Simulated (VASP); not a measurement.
Runs of VASP 6.6.1 on MgB2. The structure is that of space group R-3m (No. 166), or close to it. The cells are those of the table. 

```csv
task,cell,k mesh,cutoff (eV),gap on the mesh (eV),pressure (GPa),relaxed volume (Å³/atom),largest force (eV/Å)
relaxation of cell and atoms,"relaxed from a = 4.528 Å, angles 39.2°, 3 atoms",18 × 18 × 18,600,none,-0.1,11.12,0.01
single point,"a = 4.508 Å, angles 39.5°, 3 atoms",18 × 18 × 18,520,none,-0.1,-,0.02
single point,"a = 4.548 Å, angles 36.0°, 3 atoms",6 × 6 × 6,520,none,72.5,-,(a)
relaxation of cell and atoms,"relaxed from a = 4.548 Å, angles 36.0°, 3 atoms",6 × 6 × 6,600,none,0.0,11.11,-
single point,"a = 4.528 Å, angles 39.2°, 3 atoms",6 × 6 × 6,520,none,-0.1,-,0.02
```

Alike in all rows: level PBE; potentials or basis VASP PAW PBE potentials, release 64 (Mg, B); no spin polarisation; smearing gaussian 0.1 eV.

Problem. Estimate the missing entries.

Solution. (a) 7.98.

Caveats: some runs use coarse meshes; forces of over 1 eV/Å act on the atoms, so gaps and moduli don't describe the material at rest (some runs).

A gap of «none» marks levels without a gap at the run's occupations.
